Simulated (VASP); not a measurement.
# Co (P6_3/mmc) in VASP: relaxation of cell and atoms with PBE

Aim: the relaxation of cell and atoms of Co with PBE.

Program: VASP 6.6.1. These are calculated values, not measurements. Logs are shortened: lines on timing, memory, paths and dates and some standing lists are left out, and cuts for length are marked.

### 1 The cell of the first run

It takes space group P6_3/mmc (No. 194, hexagonal). The conventional cell has a = 2.519 Å, b = 2.519 Å, c = 4.091 Å, α = 90.00°, β = 90.00°, γ = 120.00°. Within 3.3 Å of Co (site symmetry -6m2) lie 12 Co at 2.51 to 2.52 Å.

### 2 Relaxation of cell and atoms, PBE, collinear spin, ferromagnetic start

INCAR

```
  PREC = Accurate
  ENCUT = 600
  EDIFF = 1E-6
  ISMEAR = 0
  SIGMA = 0.1
  LREAL = F
  LASPH = T
  NELM = 150
  ALGO = Fast
  ISIF = 3
  LWAVE = F
  LCHARG = F
  ISPIN = 2
  MAGMOM = 1.95 1.95
  LORBIT = 11
  LMAXMIX = 4
  GGA = PE
  IBRION = 2
  NSW = 100
  EDIFFG = -0.005
```

KPOINTS

```
Automatic mesh
0
Gamma
  18 18 10
```

POSCAR

```
Co
1.0
    2.5190008694      0.0000000000      0.0000000000
   -1.2595004347      2.1815187451      0.0000000000
    0.0000000000      0.0000000000      4.0910000000
Co
2
Direct
    0.3333333333      0.6666666667      0.2500000000
    0.6666666667      0.3333333333      0.7500000000
```

Potentials or basis: VASP PAW PBE potentials, release 64 (Co).

On the command line:

```sh
$ cat potpaw_PBE.64/Co/POTCAR > POTCAR
$ mpirun -np 1 vasp_std > vasp.out
```

OUTCAR:

```text
PREC = Accurate
   ENCUT = 600
   EDIFF = 1E-6
   ISMEAR = 0
   LREAL = F
   LASPH = T
   NELM = 150
   ISIF = 3
   ISPIN = 2
   LORBIT = 11
   GGA = PE
   IBRION = 2
   NSW = 100
   EDIFFG = -0.005

 ion  position               nearest neighbor table
   1  0.333  0.667  0.250-   2 2.51   2 2.51   2 2.51   2 2.51   2 2.51   2 2.51
   2  0.667  0.333  0.750-   1 2.51   1 2.51   1 2.51   1 2.51   1 2.51   1 2.51

  LATTYP: Found a hexagonal cell.
 ALAT       =     2.5190008694
 C/A-ratio  =     1.6240566050

  Lattice vectors:

 A1 = (   2.5190008694,   0.0000000000,   0.0000000000)
 A2 = (  -1.2595004347,   2.1815187451,   0.0000000000)
 A3 = (   0.0000000000,   0.0000000000,   4.0910000000)

Analysis of symmetry for initial positions (statically):
=====================================================================
 Subroutine PRICEL returns:
 Original cell was already a primitive cell.

 Routine SETGRP: Setting up the symmetry group for a
 hexagonal supercell.

 Subroutine GETGRP returns: Found 24 space group operations
 (whereof 12 operations were pure point group operations)
 out of a pool of 24 trial point group operations.

The static configuration has the point symmetry D_3d.
 The point group associated with its full space group is D_6h.

Analysis of symmetry for dynamics (positions and initial velocities):
=====================================================================
 Subroutine PRICEL returns:
 Original cell was already a primitive cell.

 Routine SETGRP: Setting up the symmetry group for a
 hexagonal supercell.

 Subroutine GETGRP returns: Found 24 space group operations
 (whereof 12 operations were pure point group operations)
 out of a pool of 24 trial point group operations.

The dynamic configuration has the point symmetry D_3d.
 The point group associated with its full space group is D_6h.

Analysis of structural, dynamic, and magnetic symmetry:
=====================================================================
 Subroutine PRICEL returns:
 Original cell was already a primitive cell.

 Routine SETGRP: Setting up the symmetry group for a
 hexagonal supercell.

 Subroutine GETGRP returns: Found 24 space group operations
 (whereof 12 operations were pure point group operations)
 out of a pool of 24 trial point group operations.

The overall configuration has the point symmetry D_3d.
 The point group associated with its full space group is D_6h.

 Subroutine INISYM returns: Found 24 space group operations
 (whereof 12 operations are pure point group operations),
 and found     1 'primitive' translations

----------------------------------------------------------------------------------------

                                     Primitive cell

  volume of cell :      22.4811

  direct lattice vectors                    reciprocal lattice vectors
     2.519000869  0.000000000  0.000000000     0.396982793  0.229198122  0.000000000
    -1.259500435  2.181518745  0.000000000     0.000000000  0.458396244  0.000000000
     0.000000000  0.000000000  4.091000000     0.000000000  0.000000000  0.244439012

  length of vectors
     2.519000869  2.519000869  4.091000000     0.458396244  0.458396244  0.244439012

  position of ions in fractional coordinates (direct lattice)
     0.333333333  0.666666667  0.250000000
     0.666666667  0.333333333  0.750000000

  ion indices of the primitive-cell ions
   primitive index   ion index
                 1           1
                 2           2

----------------------------------------------------------------------------------------

 KPOINTS: Automatic mesh

Automatic generation of k-mesh.
 Grid dimensions read from file:
 generate k-points for:   18   18   10

 Generating k-lattice:

  Cartesian coordinates                     Fractional coordinates (reciprocal lattice)
     0.022054600  0.012733229  0.000000000     0.055555556  0.000000000  0.000000000
     0.000000000  0.025466458  0.000000000     0.000000000  0.055555556  0.000000000
     0.000000000  0.000000000  0.024443901     0.000000000  0.000000000  0.100000000

  Length of vectors
     0.025466458  0.025466458  0.024443901

  Shift w.r.t. Gamma in fractional coordinates (k-lattice)
     0.000000000  0.000000000  0.000000000

 Subroutine IBZKPT returns following result:
 ===========================================

 Found    222 irreducible k-points:

 Following reciprocal coordinates:
            Coordinates               Weight
  0.000000  0.000000  0.000000      1.000000
  0.055556  0.000000  0.000000      6.000000
  0.111111  0.000000  0.000000      6.000000
  0.166667  0.000000  0.000000      6.000000
  0.222222 -0.000000  0.000000      6.000000
  0.277778  0.000000  0.000000      6.000000
[... 16 lines left out ...]
  0.333333  0.111111  0.000000     12.000000
  0.388889  0.111111  0.000000     12.000000
 [... further k-points ...]
   k-points           NKPTS =    222   k-points in BZ     NKDIM =    222   number of bands    NBANDS=     15
   number of dos      NEDOS =    301   number of ions     NIONS =      2
   total plane-waves  NPLWV =  14400
   dimension x,y,z NGX =    20 NGY =   20 NGZ =   36
   dimension x,y,z NGXF=    40 NGYF=   40 NGZF=   72
   ions per type =               2
   NGX,Y,Z   is equivalent  to a cutoff of  13.20, 13.20, 14.63 a.u.
   NGXF,Y,Z  is equivalent  to a cutoff of  26.40, 26.40, 29.26 a.u.
 SYSTEM =  unknown system
   PREC   = accura    normal or accurate (medium, high low for compatibility)
   ISTART =      0    job   : 0-new  1-cont  2-samecut
   ICHARG =      2    charge: 1-file 2-atom 10-const
   ISPIN  =      2    spin polarized calculation?
   LNONCOLLINEAR =      F non collinear calculations
   LSORBIT =      F    spin-orbit coupling
   LASPH  =      T    aspherical Exc in radial PAW
   ENCUT  =  600.0 eV  44.10 Ry    6.64 a.u.   5.03  5.03  8.17*2*pi/ulx,y,z
   NELM   =    150;   NELMIN=  2; NELMDL= -5     # of ELM steps
   EDIFF  = 0.1E-05   stopping-criterion for ELM
   LREAL  =      F    real-space projection
   EDIFFG = -.5E-02   stopping-criterion for IOM
   NSW    =    100    number of steps for IOM
   IBRION =      2    ionic relax: 0-MD 1-quasi-New 2-CG
   NFREE  =      1    steps in history (QN), initial steepest desc. (CG)
   ISIF   =      3    stress and relaxation
   ISYM   =      2    0-nonsym 1-usesym 2-fastsym
   POTIM  = 0.5000    time-step for ionic-motion
   TEBEG  =    0.0;   TEEND  =   0.0 temperature during run
   PSTRESS=    0.0 pullay stress
   NELECT =      18.0000    total number of electrons
   NUPDOWN=      -1.0000    fix difference up-down
   EMIN   =  10.00;   EMAX   =-10.00  energy-range for DOS
   EFERMI =   0.00;   METHOD = LEGACY
   ISMEAR =     0;   SIGMA  =   0.10  broadening in eV -4-tet -1-fermi 0-gaus
   EFERMI_NEDOS =   21; number of points for ismear=-14 and -15
   IALGO  =     68    algorithm
   IMIX   =      4    mixing-type and parameters
     AMIX     =   0.40;   BMIX     =  1.00
     AMIX_MAG =   1.60;   BMIX_MAG =  1.00
  volume/ion in A,a.u.               =      11.24        75.85
  Fermi-wavevector in a.u.,A,eV,Ry     =   1.520174  2.872713 31.442115  2.310930
  Thomas-Fermi vector in A             =   2.629061
   LORBIT       =     11    0 simple, 1 ext, 2 COOP (PROOUT), +10 PAW based schemes
   GGA     = PE    functional components
   LHFCALC =     F    Hartree Fock is set to
   AEXX    =    0.0000 exact exchange contribution
   IVDW    =     0    specifies the selected vdW correction
   LEPSILON=     F    determine dielectric tensor
   LRPA    =     F    only Hartree local field effects (RPA)
 conjugate gradient relaxation of ions
 spin polarized calculation
 RMM-DIIS sequential band-by-band and
 Gauss-broadening in eV      SIGMA  =   0.10
  energy-cutoff  :      600.00
  volume of cell :       22.48
 maximum number of plane-waves:       772
 NGX is ok and might be reduce to    20
   NGX =  9   NGY =  9   NGZ = 17

--------------------------------------- Ionic step        1  -------------------------------------------

 number of electron      18.0000000 magnetization       3.2203696

 Free energy of the ion-electron system (eV)
  ---------------------------------------------------
  ext. energy  EPLUGINS =         0.00000000
  ---------------------------------------------------
  free energy    TOTEN  =       -14.05445705 eV

  energy without entropy =      -14.04553195  energy(sigma->0) =      -14.04999450

 E-fermi :   9.7701     XC(G=0): -13.1968

 val. band max:        9.7618108567   @ k =   0.2222   0.1111   0.4000
 cond. band min:       9.7706625781   @ k =   0.1667   0.0000   0.2000
 fundamental gap:      0.0088517214
 Fermi energy:         9.7701171815

 spin component 1

 k-point     1 :       0.0000    0.0000    0.0000
  band No.  band energies     occupation
      1       1.0689      1.00000
      2       4.8008      1.00000
      3       7.1889      1.00000
      4       7.2292      1.00000
      5       7.2292      1.00000
      6       7.5178      1.00000
      7       7.5178      1.00000
      8       7.8542      1.00000
      9       7.8542      1.00000
     10       8.8790      1.00000
     11       8.8790      1.00000
     12       9.6732      0.91484
[... 954 lines left out ...]
  FREE ENERGIE OF THE ION-ELECTRON SYSTEM (eV)
  ---------------------------------------------------
  free  energy   TOTEN  =       -14.0761683056 eV

  energy  without entropy=      -14.0677270958  energy(sigma->0) =      -14.07194770

[... ionic steps 4 to 8 ...]

--------------------------------------- Ionic step        9  -------------------------------------------

 number of electron      17.9999995 magnetization       3.1841569

------------------------ aborting loop because EDIFF is reached ----------------------------------------
[... 67 lines left out ...]
--------------------------------------- Ionic step       11  -------------------------------------------

 number of electron      17.9999995 magnetization       3.1846455

 Free energy of the ion-electron system (eV)
  ---------------------------------------------------
  ext. energy  EPLUGINS =         0.00000000
  ---------------------------------------------------
  free energy    TOTEN  =       -14.07625388 eV

  energy without entropy =      -14.06783376  energy(sigma->0) =      -14.07204382

 E-fermi :  10.3075     XC(G=0): -13.4263

 val. band max:       10.3056226980   @ k =   0.1667   0.1667   0.2000
 cond. band min:      10.3102201163   @ k =   0.1111   0.0556   0.2000
 fundamental gap:      0.0045974182
 Fermi energy:        10.3074679932

 spin component 1

 k-point     1 :       0.0000    0.0000    0.0000
  band No.  band energies     occupation
      1       1.3843      1.00000
      2       5.1703      1.00000
      3       7.7002      1.00000
      4       7.7211      1.00000
      5       7.7211      1.00000
      6       8.0342      1.00000
      7       8.0342      1.00000
      8       8.3809      1.00000
      9       8.3809      1.00000
     10       9.4853      1.00000
     11       9.4853      1.00000
     12      10.2366      0.84173
[... 882 lines left out ...]
  FREE ENERGIE OF THE ION-ELECTRON SYSTEM (eV)
  ---------------------------------------------------
  free  energy   TOTEN  =       -14.0762538838 eV

  energy  without entropy=      -14.0678337635  energy(sigma->0) =      -14.07204382

 reached required accuracy - stopping structural energy minimisation

 total charge

# of ion       s       p       d       tot
------------------------------------------
    1        0.490   0.524   7.267   8.281
    2        0.490   0.524   7.267   8.281
--------------------------------------------------
tot          0.980   1.048  14.533  16.561

 magnetization (x)

# of ion       s       p       d       tot
------------------------------------------
    1       -0.015  -0.056   1.684   1.613
    2       -0.015  -0.056   1.684   1.613
--------------------------------------------------
tot         -0.031  -0.112   3.368   3.225
```

Run time: 6.4 min. Hardware: 1 thread of Intel Xeon 6975P-C (Granite Rapids), shared host; peak memory 0.27 GiB.

Results:

```yaml
Free_energy: -14.0763 eV
Relaxed_volume: 10.81 Å³/atom
Relaxed_cell: a = 2.490 Å, b = 2.490 Å, c = 4.027 Å, α = 90.00°, β = 90.00°, γ = 120.00°
Space_group_after_relaxing_to_0.1_Å: P6_3/mmc (No. 194)
Energy_gained_by_relaxing: 10.9 meV/atom
Ionic_steps: 11
Pressure_after_relaxing: 0.0 GPa
Net_moment: 3.18 μB per cell
Site_moments: Co +1.61 μB
Valence_electrons_inside_the_program's_atomic_spheres: Co 8.28
```

Step by step:
| step | energy change (eV) | largest force (eV/Å) | pressure (GPa) | volume (Å³) |
| --- | --- | --- | --- | --- |
| 1 | 0.0000 | 0.0000 | -7.72 | 22.48 |
| 2 | 0.0029 | 0.0000 | 9.74 | 20.76 |
| 3 | -0.0217 | 0.0000 | -0.08 | 21.62 |
| 4 | -0.0217 | 0.0000 | 0.12 | 21.60 |
| 5 | -0.0218 | 0.0000 | 0.23 | 21.60 |
| 6 | -0.0218 | 0.0000 | 0.21 | 21.60 |
| 7 | -0.0218 | 0.0000 | 0.18 | 21.60 |
| 8 | -0.0218 | 0.0000 | 0.06 | 21.60 |
| 9 | -0.0218 | 0.0000 | 0.17 | 21.60 |
| 10 | -0.0218 | 0.0000 | -0.11 | 21.64 |
| 11 | -0.0218 | 0.0000 | -0.02 | 21.62 |

Final structure:
```yaml
crystal:
  lattice:
    - [2.48955, 0.00000, 0.00000]
    - [-1.24477, 2.15601, 0.00000]
    - [0.00000, 0.00000, 4.02712]
  atoms:
    - { symbol: Co, position: [0.33333, 0.66667, 0.25000] }
    - { symbol: Co, position: [0.66667, 0.33333, 0.75000] }
```
